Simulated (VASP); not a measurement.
# Ge3PbN (Pm-3m) in VASP: notebook, part 2 of 2

VASP 6.6.1. The steps go on from the part before.

## (3) Single point, PBE

This run uses another cell than the first one, of 32.03 Å³/atom, 1.002 times its volume.

Contents of INCAR:

```
PREC     = Accurate       # precision mode
ENCUT    = 520            # plane-wave cutoff, eV
EDIFF    = 1E-7           # SCF threshold, eV
ISMEAR   = -1             # smearing method
SIGMA    = 0.15           # smearing width, eV
LREAL    = F              # projectors in reciprocal space
LASPH    = T              # aspherical terms in the spheres
NELM     = 80             # most SCF steps
ALGO     = Normal         # electronic algorithm
ISIF     = 2              # what is computed and relaxed
LWAVE    = F              # write WAVECAR
LCHARG   = F              # write CHGCAR
GGA      = PE             # functional
NBANDS   = 38             # bands
```

Contents of KPOINTS:

```
regular mesh
0
Gamma
  8 8 8
```

Contents of POSCAR:

```
Ge3PbN
1.0
    5.4303165333      0.0000000000      0.0000000000
    0.0000000000      5.4303165333      0.0000000000
    0.0000000000      0.0000000000      5.4303165333
Ge Pb N
3 1 1
Direct
    0.0000000000      0.5000000000      0.5000000000
    0.5000000000      0.0000000000      0.5000000000
    0.5000000000      0.5000000000      0.0000000000
    0.5000000000      0.5000000000      0.5000000000
    0.0000000000      0.0000000000      0.0000000000
```

Potentials or basis: VASP PAW PBE potentials, release 64 (Ge_d, Pb_d, N).

On the command line:

```
cat potpaw_PBE.64/Ge_d/POTCAR potpaw_PBE.64/Pb_d/POTCAR potpaw_PBE.64/N/POTCAR > POTCAR
mpirun -np 1 vasp_std > vasp.out
```

OUTCAR:

```text
PREC = Accurate
   ENCUT = 520
   EDIFF = 1E-7
   ISMEAR = -1
   LREAL = F
   LASPH = T
   NELM = 80
   ISIF = 2
   GGA = PE

 ion  position               nearest neighbor table
   1  0.000  0.500  0.500-   4 2.72   4 2.72
   2  0.500  0.000  0.500-   4 2.72   4 2.72
   3  0.500  0.500  0.000-   4 2.72   4 2.72
   4  0.500  0.500  0.500-   1 2.72   2 2.72   3 2.72   3 2.72   2 2.72   1 2.72
   5  0.000  0.000  0.000-

  LATTYP: Found a simple cubic cell.
 ALAT       =     5.4303165333

  Lattice vectors:

 A1 = (   5.4303165333,   0.0000000000,   0.0000000000)
 A2 = (   0.0000000000,   5.4303165333,   0.0000000000)
 A3 = (   0.0000000000,   0.0000000000,   5.4303165333)

Analysis of symmetry for initial positions (statically):
=====================================================================
 Subroutine PRICEL returns:
 Original cell was already a primitive cell.

 Routine SETGRP: Setting up the symmetry group for a
 simple cubic supercell.

 Subroutine GETGRP returns: Found 48 space group operations
 (whereof 48 operations were pure point group operations)
 out of a pool of 48 trial point group operations.

The static configuration has the point symmetry O_h .

Analysis of symmetry for dynamics (positions and initial velocities):
=====================================================================
 Subroutine PRICEL returns:
 Original cell was already a primitive cell.

 Routine SETGRP: Setting up the symmetry group for a
 simple cubic supercell.

 Subroutine GETGRP returns: Found 48 space group operations
 (whereof 48 operations were pure point group operations)
 out of a pool of 48 trial point group operations.

The dynamic configuration has the point symmetry O_h .

 Subroutine INISYM returns: Found 48 space group operations
 (whereof 48 operations are pure point group operations),
 and found     1 'primitive' translations

----------------------------------------------------------------------------------------

                                     Primitive cell

  volume of cell :     160.1310

  direct lattice vectors                    reciprocal lattice vectors
     5.430316533  0.000000000  0.000000000     0.184151328  0.000000000  0.000000000
     0.000000000  5.430316533  0.000000000     0.000000000  0.184151328  0.000000000
     0.000000000  0.000000000  5.430316533     0.000000000  0.000000000  0.184151328

  length of vectors
     5.430316533  5.430316533  5.430316533     0.184151328  0.184151328  0.184151328

  position of ions in fractional coordinates (direct lattice)
     0.000000000  0.500000000  0.500000000
     0.500000000  0.000000000  0.500000000
     0.500000000  0.500000000  0.000000000
     0.500000000  0.500000000  0.500000000
     0.000000000  0.000000000  0.000000000

  ion indices of the primitive-cell ions
   primitive index   ion index
                 1           1
                 2           2
                 3           3
                 4           4
                 5           5

----------------------------------------------------------------------------------------

 KPOINTS: regular mesh

Automatic generation of k-mesh.
 Grid dimensions read from file:
 generate k-points for:    8    8    8

 Generating k-lattice:

  Cartesian coordinates                     Fractional coordinates (reciprocal lattice)
     0.023018916  0.000000000  0.000000000     0.125000000  0.000000000  0.000000000
     0.000000000  0.023018916  0.000000000     0.000000000  0.125000000  0.000000000
     0.000000000  0.000000000  0.023018916     0.000000000  0.000000000  0.125000000

  Length of vectors
     0.023018916  0.023018916  0.023018916

  Shift w.r.t. Gamma in fractional coordinates (k-lattice)
     0.000000000  0.000000000  0.000000000

 Subroutine IBZKPT returns following result:
 ===========================================

 Found     35 irreducible k-points:

 Following reciprocal coordinates:
            Coordinates               Weight
  0.000000  0.000000  0.000000      1.000000
  0.125000  0.000000  0.000000      6.000000
  0.250000  0.000000  0.000000      6.000000
  0.375000  0.000000  0.000000      6.000000
  0.500000  0.000000  0.000000      3.000000
  0.125000  0.125000  0.000000     12.000000
[... 16 lines left out ...]
  0.375000  0.375000  0.125000     24.000000
  0.500000  0.375000  0.125000     24.000000
 [... further k-points ...]
   k-points           NKPTS =     35   k-points in BZ     NKDIM =     35   number of bands    NBANDS=     38
   number of dos      NEDOS =    301   number of ions     NIONS =      5
   total plane-waves  NPLWV =  64000
   dimension x,y,z NGX =    40 NGY =   40 NGZ =   40
   dimension x,y,z NGXF=    80 NGYF=   80 NGZF=   80
   ions per type =               3   1   1
   NGX,Y,Z   is equivalent  to a cutoff of  12.25, 12.25, 12.25 a.u.
   NGXF,Y,Z  is equivalent  to a cutoff of  24.49, 24.49, 24.49 a.u.
 SYSTEM =  unknown system
   PREC   = accura    normal or accurate (medium, high low for compatibility)
   ISTART =      0    job   : 0-new  1-cont  2-samecut
   ICHARG =      2    charge: 1-file 2-atom 10-const
   ISPIN  =      1    spin polarized calculation?
   LNONCOLLINEAR =      F non collinear calculations
   LSORBIT =      F    spin-orbit coupling
   LASPH  =      T    aspherical Exc in radial PAW
   ENCUT  =  520.0 eV  38.22 Ry    6.18 a.u.  10.10 10.10 10.10*2*pi/ulx,y,z
   NELM   =     80;   NELMIN=  2; NELMDL= -5     # of ELM steps
   EDIFF  = 0.1E-06   stopping-criterion for ELM
   LREAL  =      F    real-space projection
   EDIFFG = 0.1E-05   stopping-criterion for IOM
   NSW    =      0    number of steps for IOM
   IBRION =     -1    ionic relax: 0-MD 1-quasi-New 2-CG
   NFREE  =      0    steps in history (QN), initial steepest desc. (CG)
   ISIF   =      2    stress and relaxation
   ISYM   =      2    0-nonsym 1-usesym 2-fastsym
   POTIM  = 0.5000    time-step for ionic-motion
   TEBEG  =    0.0;   TEEND  =   0.0 temperature during run
   PSTRESS=    0.0 pullay stress
   NELECT =      61.0000    total number of electrons
   NUPDOWN=      -1.0000    fix difference up-down
   EMIN   =  10.00;   EMAX   =-10.00  energy-range for DOS
   EFERMI =   0.00;   METHOD = LEGACY
   ISMEAR =    -1;   SIGMA  =   0.15  broadening in eV -4-tet -1-fermi 0-gaus
   EFERMI_NEDOS =   21; number of points for ismear=-14 and -15
   IALGO  =     38    algorithm
   IMIX   =      4    mixing-type and parameters
     AMIX     =   0.40;   BMIX     =  1.00
     AMIX_MAG =   1.60;   BMIX_MAG =  1.00
  volume/ion in A,a.u.               =      32.03       216.12
  Fermi-wavevector in a.u.,A,eV,Ry     =   1.186751  2.242634 19.162147  1.408378
  Thomas-Fermi vector in A             =   2.322917
   LORBIT       =      0    0 simple, 1 ext, 2 COOP (PROOUT), +10 PAW based schemes
   GGA     = PE    functional components
   LHFCALC =     F    Hartree Fock is set to
   AEXX    =    0.0000 exact exchange contribution
   IVDW    =     0    specifies the selected vdW correction
   LEPSILON=     F    determine dielectric tensor
   LRPA    =     F    only Hartree local field effects (RPA)
 non-spin polarized calculation
  energy-cutoff  :      520.00
  volume of cell :      160.13
 maximum number of plane-waves:      4341
   NGX = 21   NGY = 21   NGZ = 21

 number of electron      60.9999923 magnetization

 Free energy of the ion-electron system (eV)
  ---------------------------------------------------
  ext. energy  EPLUGINS =         0.00000000
  ---------------------------------------------------
  free energy    TOTEN  =       -14.65753016 eV

  energy without entropy =      -14.31959329  energy(sigma->0) =      -14.48856172

 E-fermi :   1.9559     XC(G=0):  -8.3535

 val. band max:        1.9543585374   @ k =   0.3750   0.3750   0.2500
 cond. band min:       1.9987356227   @ k =   0.3750   0.3750   0.1250
 fundamental gap:      0.0443770852
 Fermi energy:         1.9559449381

 k-point     1 :       0.0000    0.0000    0.0000
  band No.  band energies     occupation
      1     -23.2892      2.00000
      2     -23.2892      2.00000
      3     -23.2853      2.00000
      4     -23.2853      2.00000
      5     -23.2853      2.00000
      6     -23.2838      2.00000
[... 30 lines left out ...]
     37       3.7031      0.00002
     38       7.7009      0.00000
[... 941 lines left out ...]
     37       4.8319      0.00000
     38       5.6838      0.00000

 [... further k-points ...]

------------------------ aborting loop because EDIFF is reached ----------------------------------------

  FORCE on cell =-STRESS in cart. coord.  units (eV):
  Direction    XX          YY          ZZ          XY          YZ          ZX
  --------------------------------------------------------------------------------------
  -------------------------------------------------------------------------------------
  Total       -0.0198321     -0.0198321     -0.0198321     -0.0000000     -0.0000000      0.0000000
  in kB       -0.1984282     -0.1984282     -0.1984282     -0.0000000     -0.0000000      0.0000000
  external PRESSURE =      -0.1984282 kB  Pullay stress =       0.0000000 kB

 VOLUME and BASIS-vectors are now :
 -----------------------------------------------------------------------------
  energy-cutoff  :      520.00
  volume of cell :      160.13
      direct lattice vectors                 reciprocal lattice vectors
     5.430316533  0.000000000  0.000000000     0.184151328  0.000000000  0.000000000
     0.000000000  5.430316533  0.000000000     0.000000000  0.184151328  0.000000000
     0.000000000  0.000000000  5.430316533     0.000000000  0.000000000  0.184151328

 POSITION                                       TOTAL-FORCE (eV/Angst)
 -----------------------------------------------------------------------------------
      0.00000      2.71516      2.71516         0.000000      0.000000      0.000000
      2.71516      0.00000      2.71516         0.000000      0.000000      0.000000
      2.71516      2.71516      0.00000         0.000000      0.000000      0.000000
      2.71516      2.71516      2.71516         0.000000      0.000000      0.000000
      0.00000      0.00000      0.00000         0.000000      0.000000      0.000000
 -----------------------------------------------------------------------------------
    total drift:                               -0.000000      0.000000     -0.000000

  FREE ENERGIE OF THE ION-ELECTRON SYSTEM (eV)
  ---------------------------------------------------
  free  energy   TOTEN  =       -14.6575301551 eV

  energy  without entropy=      -14.3195932920  energy(sigma->0) =      -14.48856172
```

It used 250 s of CPU time on 1 thread of Intel Xeon 6975P-C, on a shared host.

Results:

```yaml
Free_energy: -14.6575 eV
Pressure: 0.0 GPa
```

Levels at points of the mesh, in eV from the Fermi level:
```
           k point  band 28  band 29  band 30  band 31  band 32  band 33  band 34  band 35
(0.00, 0.00, 0.00)    -3.89    -0.38    -0.38    -0.38     1.05     1.05     1.05     1.75
(0.50, 0.00, 0.00)    -0.68    -0.68    -0.32    -0.23     0.47     0.83     0.83     1.22
(0.50, 0.50, 0.00)    -0.82    -0.82    -0.27     0.28     0.28     0.75     0.75     1.69
(0.50, 0.50, 0.50)    -1.93     0.58     0.58     0.58     1.74     1.74     2.68     2.68
```

Caveat: spin-orbit coupling is left out, which moves the levels of the heavy elements.

## (4) Relaxation of cell and atoms, PBE

This run uses another cell than the first one, of 31.70 Å³/atom, 0.992 times its volume.

Contents of INCAR:

```
PREC     = Accurate       # precision mode
ENCUT    = 600            # plane-wave cutoff, eV
EDIFF    = 1E-6           # SCF threshold, eV
ISMEAR   = -1             # smearing method
SIGMA    = 0.15           # smearing width, eV
LREAL    = F              # projectors in reciprocal space
LASPH    = T              # aspherical terms in the spheres
NELM     = 100            # most SCF steps
ALGO     = Normal         # electronic algorithm
ISIF     = 3              # what is computed and relaxed
LWAVE    = F              # write WAVECAR
LCHARG   = F              # write CHGCAR
GGA      = PE             # functional
IBRION   = 2              # ionic algorithm
NSW      = 80             # ionic steps
EDIFFG   = -0.001         # ionic threshold
```

KPOINTS is that of step 3.

POSCAR, as its differences from that of step 3:

```diff
@@ -2,5 +2,5 @@
 1.0
-    5.4303165333      0.0000000000      0.0000000000
-    0.0000000000      5.4303165333      0.0000000000
-    0.0000000000      0.0000000000      5.4303165333
+    5.4116669374      0.0000000000      0.0000000000
+    0.0000000000      5.4116669374      0.0000000000
+    0.0000000000      0.0000000000      5.4116669374
 Ge Pb N
```

On the command line:

```
cat potpaw_PBE.64/Ge_d/POTCAR potpaw_PBE.64/Pb_d/POTCAR potpaw_PBE.64/N/POTCAR > POTCAR
mpirun -np 1 vasp_std > vasp.out
```

It took 25 min on 1 thread of Intel Xeon Platinum 8488C (Sapphire Rapids), shared host; peak memory 0.5 GiB.

It converged, with:

* Free energy: -14.6582 eV
* Relaxed volume: 32.01 Å³/atom
* Relaxed cell: a = 5.429 Å, b = 5.429 Å, c = 5.429 Å, α = 90.00°, β = 90.00°, γ = 90.00°
* Space group after relaxing (to 0.05 Å): Pm-3m (No. 221)
* Energy gained by relaxing: 0.3 meV/atom
* Ionic steps: 15
* Pressure after relaxing: 0.0 GPa

The path:
```
step  energy change (eV)  largest force (eV/Å)  pressure (GPa)  volume (Å³)
   1              0.0000                0.0000            0.28       158.49
   2             -0.0013                0.0000            0.05       159.78
   3             -0.0014                0.0000           -0.04       160.12
   4             -0.0014                0.0000           -0.02       159.96
   5             -0.0013                0.0000            0.03       159.89
   6             -0.0014                0.0000            0.03       159.93
   7             -0.0014                0.0000            0.02       159.95
   8             -0.0014                0.0000            0.01       159.98
   9             -0.0014                0.0000            0.02       160.03
  10             -0.0014                0.0000            0.01       160.13
  11             -0.0013                0.0000           -0.07       160.34
  12             -0.0014                0.0000           -0.06       160.16
  13             -0.0014                0.0000           -0.01       160.14
  14             -0.0014                0.0000           -0.01       160.12
  15             -0.0014                0.0000            0.00       160.06
```

Final structure:
```
Ge Pb N
1.0
     5.42949    0.00000    0.00000
     0.00000    5.42949    0.00000
     0.00000    0.00000    5.42949
Ge Pb N
3 1 1
Cartesian
  0.0000 2.7147 2.7147
  2.7147 0.0000 2.7147
  2.7147 2.7147 0.0000
  2.7147 2.7147 2.7147
  0.0000 0.0000 0.0000
```

Levels at points of the mesh, in eV from the Fermi level:
| k point | band 28 | band 29 | band 30 | band 31 | band 32 | band 33 | band 34 | band 35 |
| --- | --- | --- | --- | --- | --- | --- | --- | --- |
| (0.00, 0.00, 0.00) | -3.89 | -0.38 | -0.38 | -0.38 | 1.05 | 1.05 | 1.05 | 1.75 |
| (0.50, 0.00, 0.00) | -0.68 | -0.68 | -0.32 | -0.23 | 0.47 | 0.83 | 0.83 | 1.22 |
| (0.50, 0.50, 0.00) | -0.82 | -0.82 | -0.27 | 0.28 | 0.28 | 0.75 | 0.75 | 1.69 |
| (0.50, 0.50, 0.50) | -1.93 | 0.58 | 0.58 | 0.58 | 1.74 | 1.74 | 2.68 | 2.68 |

Caveat: spin-orbit coupling is left out, which moves the levels of the heavy elements.

## (5) The runs side by side

| task | cell | cutoff (eV) | smearing | gap on the mesh (eV) | pressure (GPa) | relaxed volume (Å³/atom) |
| --- | --- | --- | --- | --- | --- | --- |
| relaxation of cell and atoms | relaxed from a = 5.426 Å, 5 atoms | 600 | gaussian 0.1 eV | none | 0.0 | 31.63 |
| single point | a = 5.430 Å, 5 atoms | 520 | fermi-dirac 0.15 eV | none | 0.0 | - |
| relaxation of cell and atoms | relaxed from a = 5.412 Å, 5 atoms | 600 | fermi-dirac 0.15 eV | none | 0.0 | 32.01 |

Alike in all rows: level PBE; potentials or basis VASP PAW PBE potentials, release 64 (Ge_d, Pb_d, N); no spin polarisation; k mesh 8 × 8 × 8.

Caveats: spin-orbit coupling is left out, which moves the levels of the heavy elements.

Total energies depend on the potentials used, so only differences within one code and one set of settings carry meaning.
